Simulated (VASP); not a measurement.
# As2RhAu3 (P-3m1) in VASP: a series of runs

Runs on As2RhAu3. Level: PBEsol. Tasks: single point, relaxation of cell and atoms.

All numbers are computed with VASP 6.6.1; they aren't measurements. Logs are shortened: lines on timing, memory, paths and dates and some standing lists are left out, and cuts for length are marked.

## 1. The cell of the first run

Symmetry: P-3m1, No. 164, trigonal system. The conventional cell has a = 3.816 Å, b = 3.816 Å, c = 8.721 Å, α = 90.00°, β = 90.00°, γ = 120.00°. As (site symmetry 3m) has 6 Au at 2.61 to 2.69 Å within 3.4 Å. Within 3.5 Å of Rh (site symmetry -3m) lie 6 Au at 2.62 Å. Au (site symmetry 3m) has 3 As at 2.61 Å and 3 Rh at 2.62 Å within 3.4 Å. Within 3.6 Å of Au (site symmetry -3m) lie 6 As at 2.69 Å.

## 2. Single point, PBEsol

Input file INCAR:

```
PREC     = Accurate       # precision mode
ENCUT    = 520            # plane-wave cutoff, eV
EDIFF    = 1E-6           # SCF threshold, eV
ISMEAR   = -1             # smearing method
SIGMA    = 0.03           # smearing width, eV
LREAL    = F              # projectors in reciprocal space
LASPH    = T              # aspherical terms in the spheres
NELM     = 60             # most SCF steps
ALGO     = Normal         # electronic algorithm
ISIF     = 2              # what is computed and relaxed
LWAVE    = F              # write WAVECAR
LCHARG   = F              # write CHGCAR
GGA      = PS             # functional
NBANDS   = 38             # bands
```

Input file KPOINTS:

```
Automatic mesh
0
Gamma
  6 6 2
```

Input file POSCAR:

```
As2RhAu3
1.0
    3.8159303492      0.0000000000      0.0000000000
   -1.9079651746      3.3046926214      0.0000000000
    0.0000000000      0.0000000000      8.7213129835
As Rh Au
2 1 3
Direct
    0.3333333333      0.6666666667      0.8222167160
    0.6666666667      0.3333333333      0.1777832840
    0.0000000000      0.0000000000      0.5000000000
    0.3333333333      0.6666666667      0.3372542878
    0.6666666667      0.3333333333      0.6627457122
    0.0000000000      0.0000000000      0.0000000000
```

Potentials or basis: VASP PAW PBE potentials, release 64 (As, Rh_pv, Au).

Started as:

```sh
cat potpaw_PBE.64/As/POTCAR potpaw_PBE.64/Rh_pv/POTCAR potpaw_PBE.64/Au/POTCAR > POTCAR
mpirun -np 1 vasp_std > vasp.out
```

OUTCAR:

```text
PREC = Accurate
   ENCUT = 520
   EDIFF = 1E-6
   ISMEAR = -1
   LREAL = F
   LASPH = T
   NELM = 60
   ISIF = 2
   GGA = PS

 ion  position               nearest neighbor table
   1  0.333  0.667  0.822-   5 2.61   5 2.61   5 2.61   6 2.69   6 2.69   6 2.69
   2  0.667  0.333  0.178-   4 2.61   4 2.61   4 2.61   6 2.69   6 2.69   6 2.69
   3  0.000  0.000  0.500-   4 2.62   5 2.62   4 2.62   5 2.62   5 2.62   4 2.62
   4  0.333  0.667  0.337-   2 2.61   2 2.61   2 2.61   3 2.62   3 2.62   3 2.62   5 3.59   5 3.59
                             5 3.59
   5  0.667  0.333  0.663-   1 2.61   1 2.61   1 2.61   3 2.62   3 2.62   3 2.62   4 3.59   4 3.59
                             4 3.59
   6  0.000  0.000  0.000-   1 2.69   2 2.69   1 2.69   2 2.69   2 2.69   1 2.69

  LATTYP: Found a hexagonal cell.
 ALAT       =     3.8159303492
 C/A-ratio  =     2.2855010929

  Lattice vectors:

 A1 = (   3.8159303492,   0.0000000000,   0.0000000000)
 A2 = (  -1.9079651746,   3.3046926214,   0.0000000000)
 A3 = (   0.0000000000,   0.0000000000,   8.7213129835)

Analysis of symmetry for initial positions (statically):
=====================================================================
 Subroutine PRICEL returns:
 Original cell was already a primitive cell.

 Routine SETGRP: Setting up the symmetry group for a
 hexagonal supercell.

 Subroutine GETGRP returns: Found 12 space group operations
 (whereof 12 operations were pure point group operations)
 out of a pool of 24 trial point group operations.

The static configuration has the point symmetry D_3d.

Analysis of symmetry for dynamics (positions and initial velocities):
=====================================================================
 Subroutine PRICEL returns:
 Original cell was already a primitive cell.

 Routine SETGRP: Setting up the symmetry group for a
 hexagonal supercell.

 Subroutine GETGRP returns: Found 12 space group operations
 (whereof 12 operations were pure point group operations)
 out of a pool of 24 trial point group operations.

The dynamic configuration has the point symmetry D_3d.

 Subroutine INISYM returns: Found 12 space group operations
 (whereof 12 operations are pure point group operations),
 and found     1 'primitive' translations

----------------------------------------------------------------------------------------

                                     Primitive cell

  volume of cell :     109.9799

  direct lattice vectors                    reciprocal lattice vectors
     3.815930349  0.000000000  0.000000000     0.262059291  0.151300002  0.000000000
    -1.907965175  3.304692621  0.000000000     0.000000000  0.302600004  0.000000000
     0.000000000  0.000000000  8.721312984     0.000000000  0.000000000  0.114661634

  length of vectors
     3.815930349  3.815930349  8.721312984     0.302600004  0.302600004  0.114661634

  position of ions in fractional coordinates (direct lattice)
     0.333333333  0.666666667  0.822216716
     0.666666667  0.333333333  0.177783284
     0.000000000  0.000000000  0.500000000
     0.333333333  0.666666667  0.337254288
     0.666666667  0.333333333  0.662745712
     0.000000000  0.000000000  0.000000000

  ion indices of the primitive-cell ions
   primitive index   ion index
                 1           1
                 2           2
                 3           3
                 4           4
                 5           5
                 6           6

----------------------------------------------------------------------------------------

 KPOINTS: Automatic mesh

Automatic generation of k-mesh.
 Grid dimensions read from file:
 generate k-points for:    6    6    2

 Generating k-lattice:

  Cartesian coordinates                     Fractional coordinates (reciprocal lattice)
     0.043676548  0.025216667  0.000000000     0.166666667  0.000000000  0.000000000
     0.000000000  0.050433334  0.000000000     0.000000000  0.166666667  0.000000000
     0.000000000  0.000000000  0.057330817     0.000000000  0.000000000  0.500000000

  Length of vectors
     0.050433334  0.050433334  0.057330817

  Shift w.r.t. Gamma in fractional coordinates (k-lattice)
     0.000000000  0.000000000  0.000000000

 Subroutine IBZKPT returns following result:
 ===========================================

 Found     14 irreducible k-points:

 Following reciprocal coordinates:
            Coordinates               Weight
  0.000000  0.000000  0.000000      1.000000
  0.166667 -0.000000  0.000000      6.000000
  0.333333 -0.000000  0.000000      6.000000
  0.500000 -0.000000  0.000000      3.000000
  0.166667  0.166667  0.000000      6.000000
  0.333333  0.166667  0.000000     12.000000
  0.333333  0.333333  0.000000      2.000000
  0.000000  0.000000  0.500000      1.000000
  0.166667 -0.000000  0.500000      6.000000
  0.333333 -0.000000  0.500000      6.000000
  0.500000 -0.000000  0.500000      3.000000
  0.166667  0.166667  0.500000      6.000000
  0.333333  0.166667  0.500000     12.000000
  0.333333  0.333333  0.500000      2.000000
   k-points           NKPTS =     14   k-points in BZ     NKDIM =     14   number of bands    NBANDS=     38
   number of dos      NEDOS =    301   number of ions     NIONS =      6
   total plane-waves  NPLWV =  54880
   dimension x,y,z NGX =    28 NGY =   28 NGZ =   70
   dimension x,y,z NGXF=    56 NGYF=   56 NGZF=  140
   ions per type =               2   1   3
   NGX,Y,Z   is equivalent  to a cutoff of  12.20, 12.20, 13.34 a.u.
   NGXF,Y,Z  is equivalent  to a cutoff of  24.40, 24.40, 26.69 a.u.
 SYSTEM =  unknown system
   PREC   = accura    normal or accurate (medium, high low for compatibility)
   ISTART =      0    job   : 0-new  1-cont  2-samecut
   ICHARG =      2    charge: 1-file 2-atom 10-const
   ISPIN  =      1    spin polarized calculation?
   LNONCOLLINEAR =      F non collinear calculations
   LSORBIT =      F    spin-orbit coupling
   LASPH  =      T    aspherical Exc in radial PAW
   ENCUT  =  520.0 eV  38.22 Ry    6.18 a.u.   7.10  7.10 16.22*2*pi/ulx,y,z
   NELM   =     60;   NELMIN=  2; NELMDL= -5     # of ELM steps
   EDIFF  = 0.1E-05   stopping-criterion for ELM
   LREAL  =      F    real-space projection
   EDIFFG = 0.1E-04   stopping-criterion for IOM
   NSW    =      0    number of steps for IOM
   IBRION =     -1    ionic relax: 0-MD 1-quasi-New 2-CG
   NFREE  =      0    steps in history (QN), initial steepest desc. (CG)
   ISIF   =      2    stress and relaxation
   ISYM   =      2    0-nonsym 1-usesym 2-fastsym
   POTIM  = 0.5000    time-step for ionic-motion
   TEBEG  =    0.0;   TEEND  =   0.0 temperature during run
   PSTRESS=    0.0 pullay stress
   NELECT =      58.0000    total number of electrons
   NUPDOWN=      -1.0000    fix difference up-down
   EMIN   =  10.00;   EMAX   =-10.00  energy-range for DOS
   EFERMI =   0.00;   METHOD = LEGACY
   ISMEAR =    -1;   SIGMA  =   0.03  broadening in eV -4-tet -1-fermi 0-gaus
   EFERMI_NEDOS =   21; number of points for ismear=-14 and -15
   IALGO  =     38    algorithm
   IMIX   =      4    mixing-type and parameters
     AMIX     =   0.40;   BMIX     =  1.00
     AMIX_MAG =   1.60;   BMIX_MAG =  1.00
  volume/ion in A,a.u.               =      18.33       123.70
  Fermi-wavevector in a.u.,A,eV,Ry     =   1.322654  2.499454 23.802230  1.749415
  Thomas-Fermi vector in A             =   2.452320
   LORBIT       =      0    0 simple, 1 ext, 2 COOP (PROOUT), +10 PAW based schemes
   GGA     = PS    functional components
   LHFCALC =     F    Hartree Fock is set to
   AEXX    =    0.0000 exact exchange contribution
   IVDW    =     0    specifies the selected vdW correction
   LEPSILON=     F    determine dielectric tensor
   LRPA    =     F    only Hartree local field effects (RPA)
 non-spin polarized calculation
  energy-cutoff  :      520.00
  volume of cell :      109.98
 maximum number of plane-waves:      2991
   NGX = 15   NGY = 15   NGZ = 33

 number of electron      57.9999990 magnetization

 Free energy of the ion-electron system (eV)
  ---------------------------------------------------
  ext. energy  EPLUGINS =         0.00000000
  ---------------------------------------------------
  free energy    TOTEN  =       -28.40363573 eV

  energy without entropy =      -28.39563597  energy(sigma->0) =      -28.39963585

 E-fermi :   7.4708     XC(G=0): -11.8578

 val. band max:        7.3754512412   @ k =   0.3333   0.1667   0.5000
 cond. band min:       7.4993206322   @ k =   0.1667   0.1667   0.0000
 fundamental gap:      0.1238693910
 Fermi energy:         7.4708299820

 k-point     1 :       0.0000    0.0000    0.0000
  band No.  band energies     occupation
      1     -37.8800      2.00000
      2     -37.8800      2.00000
      3     -37.7813      2.00000
      4      -5.4403      2.00000
      5      -4.3807      2.00000
      6       0.0169      2.00000
[... 30 lines left out ...]
     37      13.9255      0.00000
     38      15.5502      0.00000

 k-point     2 :       0.1667   -0.0000    0.0000
  band No.  band energies     occupation
      1     -37.8823      2.00000
      2     -37.8805      2.00000
      3     -37.7809      2.00000
      4      -5.1433      2.00000
      5      -4.2464      2.00000
      6       0.4422      2.00000
[... 30 lines left out ...]
     37      14.5228      0.00000
     38      15.2530      0.00000

 k-point     3 :       0.3333   -0.0000    0.0000
  band No.  band energies     occupation
      1     -37.8869      2.00000
      2     -37.8817      2.00000
      3     -37.7802      2.00000
      4      -4.4129      2.00000
      5      -3.9563      2.00000
      6       0.9314      2.00000
[... 30 lines left out ...]
     37      14.1595      0.00000
     38      15.3731      0.00000

 k-point     4 :       0.5000   -0.0000    0.0000
  band No.  band energies     occupation
      1     -37.8892      2.00000
      2     -37.8822      2.00000
      3     -37.7798      2.00000
      4      -3.9458      2.00000
      5      -3.7760      2.00000
      6       0.3401      2.00000
[... 30 lines left out ...]
     37      12.6960      0.00000
     38      15.4775      0.00000
[... 293 lines left out ...]
      4      -4.5925      2.00000
      5      -4.0707      2.00000
      6       1.0061      2.00000
[... 30 lines left out ...]
     37      14.1008      0.00000
     38      14.6077      0.00000

 k-point    13 :       0.3333    0.1667    0.5000
  band No.  band energies     occupation
      1     -37.8880      2.00000
      2     -37.8834      2.00000
      3     -37.7798      2.00000
      4      -3.9544      2.00000
      5      -3.7975      2.00000
      6       0.6568      2.00000
[... 30 lines left out ...]
     37      13.7349      0.00000
     38      14.8402      0.00000

 k-point    14 :       0.3333    0.3333    0.5000
  band No.  band energies     occupation
      1     -37.8864      2.00000
      2     -37.8864      2.00000
      3     -37.7796      2.00000
      4      -3.7121      2.00000
      5      -3.7121      2.00000
      6       1.0574      2.00000
[... 30 lines left out ...]
     37      15.4216      0.00000
     38      15.4284      0.00000

------------------------ aborting loop because EDIFF is reached ----------------------------------------

  FORCE on cell =-STRESS in cart. coord.  units (eV):
  Direction    XX          YY          ZZ          XY          YZ          ZX
  --------------------------------------------------------------------------------------
  -------------------------------------------------------------------------------------
  Total       -0.0218272     -0.0218272     -0.0402881      0.0000000      0.0000000      0.0000000
  in kB       -0.3179760     -0.3179760     -0.5869128      0.0000000      0.0000000      0.0000000
  external PRESSURE =      -0.4076216 kB  Pullay stress =       0.0000000 kB

 VOLUME and BASIS-vectors are now :
 -----------------------------------------------------------------------------
  energy-cutoff  :      520.00
  volume of cell :      109.98
      direct lattice vectors                 reciprocal lattice vectors
     3.815930349  0.000000000  0.000000000     0.262059291  0.151300002  0.000000000
    -1.907965175  3.304692621  0.000000000     0.000000000  0.302600004  0.000000000
     0.000000000  0.000000000  8.721312984     0.000000000  0.000000000  0.114661634

 POSITION                                       TOTAL-FORCE (eV/Angst)
 -----------------------------------------------------------------------------------
     -0.00000      2.20313      7.17081         0.000000     -0.000000     -0.002075
      1.90797      1.10156      1.55050        -0.000000      0.000000      0.002075
      0.00000      0.00000      4.36066         0.000000      0.000000      0.000000
     -0.00000      2.20313      2.94130         0.000000      0.000000      0.007989
      1.90797      1.10156      5.78001        -0.000000     -0.000000     -0.007989
      0.00000      0.00000      0.00000         0.000000      0.000000      0.000000
 -----------------------------------------------------------------------------------
    total drift:                                0.000000     -0.000000      0.000000

  FREE ENERGIE OF THE ION-ELECTRON SYSTEM (eV)
  ---------------------------------------------------
  free  energy   TOTEN  =       -28.4036357266 eV

  energy  without entropy=      -28.3956359660  energy(sigma->0) =      -28.39963585
```

Wall time 66 s (1 thread of AMD EPYC 7R43 (Zen 3), shared host); peak memory 0.21 GiB.

Results:

| Quantity | Value |
| --- | --- |
| Free energy | -28.4036 eV |
| Pressure | 0.0 GPa |
| Largest force | 0.008 eV/Å |
| Band gap on the k mesh | zero (band 29 reaches 8.60 eV, above the bottom of band 30 at 7.15 eV) |

Forces on the atoms (eV/Å):
```
As   0.000  0.000 -0.002
As   0.000  0.000  0.002
Rh   0.000  0.000  0.000
Au   0.000  0.000  0.008
Au   0.000  0.000 -0.008
Au   0.000  0.000  0.000
```

Caveat: the k points lie up to 0.36 Å⁻¹ apart; the PAW data sets were made with another functional, which shifts forces and pressure a little; spin-orbit coupling is left out, which moves the levels of the heavy elements.

## 3. Relaxation of cell and atoms, PBEsol

This run uses another cell than the first one, of 21.37 Å³/atom, 1.166 times its volume.

Input file INCAR:

```
ALGO     = Normal         # electronic algorithm
EDIFF    = 1E-7           # SCF threshold, eV
EDIFFG   = -0.01          # ionic threshold
ENCUT    = 600            # plane-wave cutoff, eV
GGA      = PS             # functional
IBRION   = 2              # ionic algorithm
ISIF     = 3              # what is computed and relaxed
ISMEAR   = -1             # smearing method
LASPH    = True           # aspherical terms in the spheres
LCHARG   = False          # write CHGCAR
LREAL    = False          # projectors in reciprocal space
LWAVE    = False          # write WAVECAR
NELM     = 80             # most SCF steps
NSW      = 100            # ionic steps
PREC     = Accurate       # precision mode
SIGMA    = 0.03           # smearing width, eV
```

Input file KPOINTS:

```
k-points
0
Gamma
  6 6 2
```

Input file POSCAR:

```
As2RhAu3
1.0
    3.9074757400      0.0000000000      0.0000000000
   -1.9537378700      3.3839732600      0.0000000000
    0.0000000000      0.0000000000      9.6959812300
As Rh Au
2 1 3
Direct
    0.3333333300      0.6666666700      0.8271350000
    0.6666666700      0.3333333300      0.1728650000
    0.0000000000      0.0000000000      0.5000000000
    0.3333333300      0.6666666700      0.3480920000
    0.6666666700      0.3333333300      0.6519080000
    0.0000000000      0.0000000000      0.0000000000
```

Potentials or basis: VASP PAW PBE potentials, release 64 (As, Rh_pv, Au).

Started as:

```sh
cat potpaw_PBE.64/As/POTCAR potpaw_PBE.64/Rh_pv/POTCAR potpaw_PBE.64/Au/POTCAR > POTCAR
mpirun -np 1 vasp_std > vasp.out
```

Run time: 22 min. Hardware: 1 thread of AMD EPYC 7R43 (Zen 3), shared host; peak memory 0.3 GiB.

It converged, with:

```yaml
Free_energy: -28.4066 eV
Relaxed_volume: 18.33 Å³/atom
Relaxed_cell: a = 3.816 Å, b = 3.816 Å, c = 8.719 Å, α = 90.00°, β = 90.00°, γ = 120.00°
Space_group_after_relaxing_to_0.05_Å: P-3m1 (No. 164)
Energy_gained_by_relaxing: 159.6 meV/atom
Ionic_steps: 21
Pressure_after_relaxing: 0.0 GPa
Largest_force_after_relaxing: 0.006 eV/Å
Band_gap_on_the_k_mesh: zero (band 29 reaches 8.60 eV, above the bottom of band 30 at 7.16 eV)
```

Forces on the atoms (eV/Å):
```
As   0.000  0.000  0.006
As   0.000  0.000 -0.006
Rh   0.000  0.000  0.000
Au   0.000  0.000  0.004
Au   0.000  0.000 -0.004
Au   0.000  0.000  0.000
```

The path:
```csv
step,energy change (eV),largest force (eV/Å),pressure (GPa),volume (Å³)
1,0.0000,0.2973,-13.36,128.21
2,-0.0366,1.6880,23.25,97.91
3,-0.8480,0.8802,-0.24,111.16
4,-0.8485,0.8957,0.16,110.83
5,-0.9134,0.5261,0.23,110.33
6,-0.9474,0.0732,0.79,109.48
7,-0.9482,0.0091,0.68,109.59
8,-0.9471,0.0302,-1.07,111.02
9,-0.9497,0.0086,-0.09,110.21
10,-0.9505,0.0075,-0.10,110.21
11,-0.9526,0.0074,-0.08,110.18
12,-0.9558,0.0335,-0.09,110.12
13,-0.9545,0.1222,-0.07,109.90
14,-0.9566,0.0647,-0.09,110.05
15,-0.9562,0.0089,0.74,109.38
16,-0.9570,0.0398,0.23,109.78
17,-0.9575,0.0164,0.04,109.95
18,-0.9575,0.0211,-0.02,110.00
19,-0.9575,0.0215,-0.02,110.00
20,-0.9576,0.0136,0.01,109.98
21,-0.9576,0.0062,0.05,109.96
```

Final structure:
```yaml
crystal:
  lattice:
    - [3.81615, 0.00000, 0.00000]
    - [-1.90808, 3.30488, 0.00000]
    - [0.00000, 0.00000, 8.71888]
  atoms:
    - { symbol: As, position: [0.33333, 0.66667, 0.82201] }
    - { symbol: As, position: [0.66667, 0.33333, 0.17799] }
    - { symbol: Rh, position: [0.00000, 0.00000, 0.50000] }
    - { symbol: Au, position: [0.33333, 0.66667, 0.33733] }
    - { symbol: Au, position: [0.66667, 0.33333, 0.66267] }
    - { symbol: Au, position: [0.00000, 0.00000, 0.00000] }
```

Levels at points of the mesh, in eV from the Fermi level:
```csv
k point,band 26,band 27,band 28,band 29,band 30,band 31,band 32,band 33
"(0.00, 0.00, 0.00)",-0.54,-0.17,-0.17,1.08,1.08,2.92,2.92,3.30
"(0.50, 0.00, 0.00)",-1.42,-0.99,-0.51,-0.36,0.03,0.59,1.86,2.62
"(0.00, 0.00, 0.50)",-0.26,-0.26,1.10,1.13,1.67,1.67,2.39,2.39
"(0.50, 0.00, 0.50)",-1.34,-0.71,-0.58,-0.33,-0.23,0.88,0.92,2.29
```

Caveat: the PAW data sets were made with another functional, which shifts forces and pressure a little; spin-orbit coupling is left out, which moves the levels of the heavy elements.
